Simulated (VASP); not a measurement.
# Si3N4 (P6_3/m) in VASP: further runs, part 2 of 2

VASP 6.6.1. The steps go on from the part before.

## 3. Electric field gradients, r2SCAN

POSCAR

```
Si3N4
1.0
    7.6045444358      0.0000000000      0.0000000000
   -3.8022722179      6.5857286656      0.0000000000
    0.0000000000      0.0000000000      2.9051990800
Si N
6 8
Direct
    0.2310824300      0.8249461500      0.7500000000
    0.4061362800      0.2310824300      0.2500000000
    0.8249461500      0.5938637200      0.2500000000
    0.1750538500      0.4061362800      0.7500000000
    0.5938637200      0.7689175700      0.7500000000
    0.7689175700      0.1750538500      0.2500000000
    0.3333333333      0.6666666667      0.7500000000
    0.6666666667      0.3333333333      0.2500000000
    0.9691944900      0.6698534000      0.7500000000
    0.2993410900      0.9691944900      0.2500000000
    0.6698534000      0.7006589100      0.2500000000
    0.3301466000      0.2993410900      0.7500000000
    0.0308055100      0.3301466000      0.2500000000
    0.7006589100      0.0308055100      0.7500000000
```

INCAR.step1

```
SYSTEM = Si3N4
  PREC = Accurate
  ENCUT = 520
  ISMEAR = -1
  SIGMA = 0.02
  LREAL = .False.
  LASPH = .True.
  NELM = 100
  NBANDS = 45
  GGA = PE
  ALGO = Normal
  EDIFF = 1E-4
  LWAVE = .True.
  LCHARG = .False.
```

INCAR.step2

```
SYSTEM = Si3N4
  PREC = Accurate
  ENCUT = 520
  EDIFF = 1E-8
  ISMEAR = -1
  SIGMA = 0.02
  LREAL = .False.
  LASPH = .True.
  NELM = 100
  ALGO = Normal
  ISIF = 2
  LWAVE = .False.
  LCHARG = .False.
  METAGGA = R2SCAN
  LMIXTAU = .True.
  LEFG = .True.
  NBANDS = 45
  ISTART = 1
```

KPOINTS

```
Automatic mesh
0
Gamma
  4 4 10
  0 0 0
```

Potentials or basis: VASP PAW PBE potentials, release 64 (Si, N).

Started as:

```sh
$ cat potpaw_PBE.64/Si/POTCAR potpaw_PBE.64/N/POTCAR > POTCAR
$ cp INCAR.step1 INCAR
$ mpirun -np 1 vasp_std > vasp.out
$ cp INCAR.step2 INCAR
$ mpirun -np 1 vasp_std > vasp.out
```

OUTCAR:

```text
SYSTEM = Si3N4
   PREC = Accurate
   ENCUT = 520
   EDIFF = 1E-8
   ISMEAR = -1
   LREAL = .False.
   LASPH = .True.
   NELM = 100
   ISIF = 2
   METAGGA = R2SCAN
   ISTART = 1

 ion  position               nearest neighbor table
   1  0.231  0.825  0.750-   7 1.73   9 1.73  10 1.74  10 1.74   4 2.99   5 2.99   2 3.05   2 3.05
                             3 3.05   3 3.05
   2  0.406  0.231  0.250-   8 1.73  10 1.73  12 1.74  12 1.74   3 2.99   6 2.99   1 3.05   1 3.05
                             4 3.05   4 3.05
   3  0.825  0.594  0.250-   8 1.73  11 1.73   9 1.74   9 1.74   6 2.99   2 2.99   1 3.05   1 3.05
                             5 3.05   5 3.05
   4  0.175  0.406  0.750-   7 1.73  12 1.73  13 1.74  13 1.74   1 2.99   5 2.99   6 3.05   6 3.05
                             2 3.05   2 3.05
   5  0.594  0.769  0.750-   7 1.73  14 1.73  11 1.74  11 1.74   4 2.99   1 2.99   6 3.05   6 3.05
                             3 3.05   3 3.05
   6  0.769  0.175  0.250-   8 1.73  13 1.73  14 1.74  14 1.74   3 2.99   2 2.99   5 3.05   5 3.05
                             4 3.05   4 3.05
   7  0.333  0.667  0.750-   1 1.73   4 1.73   5 1.73
   8  0.667  0.333  0.250-   6 1.73   3 1.73   2 1.73
   9  0.969  0.670  0.750-   1 1.73   3 1.74   3 1.74
  10  0.299  0.969  0.250-   2 1.73   1 1.74   1 1.74
  11  0.670  0.701  0.250-   3 1.73   5 1.74   5 1.74
  12  0.330  0.299  0.750-   4 1.73   2 1.74   2 1.74
  13  0.031  0.330  0.250-   6 1.73   4 1.74   4 1.74
  14  0.701  0.031  0.750-   5 1.73   6 1.74   6 1.74

  LATTYP: Found a hexagonal cell.
 ALAT       =     7.6045444358
 C/A-ratio  =     0.3820345985

  Lattice vectors:

 A1 = (   7.6045444358,   0.0000000000,   0.0000000000)
 A2 = (  -3.8022722179,   6.5857286656,   0.0000000000)
 A3 = (   0.0000000000,   0.0000000000,   2.9051990800)

Analysis of symmetry for initial positions (statically):
=====================================================================
 Subroutine PRICEL returns:
 Original cell was already a primitive cell.

 Routine SETGRP: Setting up the symmetry group for a
 hexagonal supercell.

 Subroutine GETGRP returns: Found 12 space group operations
 (whereof  6 operations were pure point group operations)
 out of a pool of 24 trial point group operations.

The static configuration has the point symmetry S_6 .
 The point group associated with its full space group is C_6h.

Analysis of symmetry for dynamics (positions and initial velocities):
=====================================================================
 Subroutine PRICEL returns:
 Original cell was already a primitive cell.

 Routine SETGRP: Setting up the symmetry group for a
 hexagonal supercell.

 Subroutine GETGRP returns: Found 12 space group operations
 (whereof  6 operations were pure point group operations)
 out of a pool of 24 trial point group operations.

The dynamic configuration has the point symmetry S_6 .
 The point group associated with its full space group is C_6h.

 Subroutine INISYM returns: Found 12 space group operations
[... 1305 lines left out ...]

  FORCE on cell =-STRESS in cart. coord.  units (eV):
  Direction    XX          YY          ZZ          XY          YZ          ZX
  --------------------------------------------------------------------------------------
  -------------------------------------------------------------------------------------
  Total       -0.0415122     -0.0415122     -0.1800645      0.0000010      0.0000000      0.0000000
  in kB       -0.4571234     -0.4571234     -1.9828314      0.0000109      0.0000000      0.0000000
  external PRESSURE =      -0.9656927 kB  Pullay stress =       0.0000000 kB

 VOLUME and BASIS-vectors are now :
 -----------------------------------------------------------------------------
  energy-cutoff  :      520.00
  volume of cell :      145.50
      direct lattice vectors                 reciprocal lattice vectors
     7.604544436  0.000000000  0.000000000     0.131500316  0.075921743  0.000000000
    -3.802272218  6.585728666  0.000000000     0.000000000  0.151843486  0.000000000
     0.000000000  0.000000000  2.905199080     0.000000000  0.000000000  0.344210490

 POSITION                                       TOTAL-FORCE (eV/Angst)
 -----------------------------------------------------------------------------------
     -1.37939      5.43287      2.17890        -0.022966      0.010016     -0.000000
      2.20984      1.52185      0.72630        -0.020157     -0.014881     -0.000000
      4.01531      3.91103      0.72630        -0.002809      0.024897     -0.000000
     -0.21304      2.67470      2.17890         0.002809     -0.024897     -0.000000
      1.59243      5.06388      2.17890         0.020157      0.014881     -0.000000
      5.18167      1.15286      0.72630         0.022966     -0.010016      0.000000
     -0.00000      4.39049      2.17890        -0.000000      0.000000      0.000000
      3.80227      2.19524      0.72630        -0.000000      0.000000      0.000000
      4.82332      4.41147      2.17890        -0.014245     -0.015536     -0.000000
     -1.40879      6.38285      0.72630         0.006331     -0.020105     -0.000000
      2.42983      4.61435      0.72630        -0.020577      0.004569     -0.000000
      1.37244      1.97138      2.17890         0.020577     -0.004569     -0.000000
     -1.02105      2.17426      0.72630         0.014245      0.015536      0.000000
      5.21106      0.20288      2.17890        -0.006331      0.020105     -0.000000
 -----------------------------------------------------------------------------------
    total drift:                                0.000000      0.000000     -0.000000

  FREE ENERGIE OF THE ION-ELECTRON SYSTEM (eV)
  ---------------------------------------------------
  free  energy   TOTEN  =      -144.1654824871 eV

  energy  without entropy=     -144.1654824870  energy(sigma->0) =     -144.16548249

 Electric field gradients (V/A^2)
---------------------------------------------------------------------
 ion       V_xx      V_yy      V_zz      V_xy      V_xz      V_yz
---------------------------------------------------------------------
   1      -0.456     4.112    -3.657     7.159    -0.000     0.000
   2      -3.229     6.886    -3.657    -5.558     0.000    -0.000
   3       9.170    -5.513    -3.657    -1.601     0.000    -0.000
   4       9.170    -5.513    -3.657    -1.601     0.000     0.000
   5      -3.229     6.886    -3.657    -5.558    -0.000     0.000
   6      -0.456     4.112    -3.657     7.159     0.000     0.000
   7      23.321    23.321   -46.642     0.001     0.000    -0.000
   8      23.321    23.321   -46.642     0.001    -0.000     0.000
   9       2.353   -27.713    25.360    29.918     0.000    -0.000
  10     -46.106    20.747    25.359    -1.940    -0.000    -0.000
  11       5.714   -31.073    25.359   -27.978     0.000    -0.000
  12       5.714   -31.073    25.359   -27.978     0.000    -0.000
  13       2.353   -27.713    25.360    29.918     0.000     0.000
  14     -46.106    20.747    25.359    -1.940    -0.000     0.000
---------------------------------------------------------------------

 Electric field gradients after diagonalization (V/A^2)
 (convention: |V_zz| > |V_xx| > |V_yy|)
----------------------------------------------------------------------
 ion       V_xx      V_yy      V_zz     asymmetry (V_yy - V_xx)/ V_zz
----------------------------------------------------------------------
   1      -5.686    -3.657     9.343       0.217
   2      -5.686    -3.657     9.343       0.217
   3      -5.686    -3.657     9.343       0.217
   4      -5.686    -3.657     9.343       0.217
   5      -5.686    -3.657     9.343       0.217
   6      -5.686    -3.657     9.343       0.217
   7      23.322    23.320   -46.642       0.000
   8      23.322    23.320   -46.642       0.000
   9      25.360    20.803   -46.163       0.099
  10      25.359    20.803   -46.162       0.099
  11      25.359    20.803   -46.162       0.099
  12      25.359    20.803   -46.162       0.099
  13      25.360    20.803   -46.163       0.099
  14      25.359    20.803   -46.162       0.099
----------------------------------------------------------------------

           NMR quadrupolar parameters

 Cq : quadrupolar parameter    Cq=e*Q*V_zz/h
 eta: asymmetry parameters     (V_yy - V_xx)/ V_zz
 Q  : nuclear electric quadrupole moment in mb (millibarn)
----------------------------------------------------------------------
 ion       Cq(MHz)       eta       Q (mb)
----------------------------------------------------------------------
   1       0.023       0.217       1.000
   2       0.023       0.217       1.000
   3       0.023       0.217       1.000
   4       0.023       0.217       1.000
   5       0.023       0.217       1.000
   6       0.023       0.217       1.000
   7      -0.113       0.000       1.000
   8      -0.113       0.000       1.000
   9      -0.112       0.099       1.000
  10      -0.112       0.099       1.000
  11      -0.112       0.099       1.000
  12      -0.112       0.099       1.000
  13      -0.112       0.099       1.000
  14      -0.112       0.099       1.000
----------------------------------------------------------------------
```

It took 20 min on 1 thread of Intel Xeon 8259CL, shared host; peak memory 0.37 GiB.

Results:

| Item | Value |
| --- | --- |
| Free energy | -144.1655 eV |
| Pressure | -0.1 GPa |
| Largest force | 0.025 eV/Å |
| Band gap on the k mesh | 5.00 eV (least direct gap 5.20 eV) |
| Largest electric field gradient by atom | Si +9.3; N -46.6, -46.2 (each value once) V/Å² |

Forces in eV/Å, atoms in the order of the input:
```
Si  -0.023  0.010  0.000
Si  -0.020 -0.015  0.000
Si  -0.003  0.025  0.000
Si   0.003 -0.025  0.000
Si   0.020  0.015  0.000
Si   0.023 -0.010  0.000
N    0.000  0.000  0.000
N    0.000  0.000  0.000
N   -0.014 -0.016  0.000
N    0.006 -0.020  0.000
N   -0.021  0.005  0.000
N    0.021 -0.005  0.000
N    0.014  0.016  0.000
N   -0.006  0.020  0.000
```

Stress tensor (GPa, compression positive):
```
-0.05  0.00  0.00
 0.00 -0.05  0.00
 0.00  0.00 -0.20
```

Electric field gradients, principal values (V/Å²):
```csv
atom,least,middle,greatest (by size)
1 Si,-3.657,-5.686,9.343
2 Si,-3.657,-5.686,9.343
3 Si,-3.657,-5.686,9.343
4 Si,-3.657,-5.686,9.343
5 Si,-3.657,-5.686,9.343
6 Si,-3.657,-5.686,9.343
7 N,23.320,23.322,-46.642
8 N,23.320,23.322,-46.642
9 N,20.803,25.360,-46.163
10 N,20.803,25.359,-46.162
11 N,20.803,25.359,-46.162
12 N,20.803,25.359,-46.162
13 N,20.803,25.360,-46.163
14 N,20.803,25.359,-46.162
```

Caveat: without QUAD_EFG the Cq values of the log hold for a quadrupole moment of 1 mb, not for the nuclei; the PAW data sets were made with another functional, which shifts forces and pressure a little.
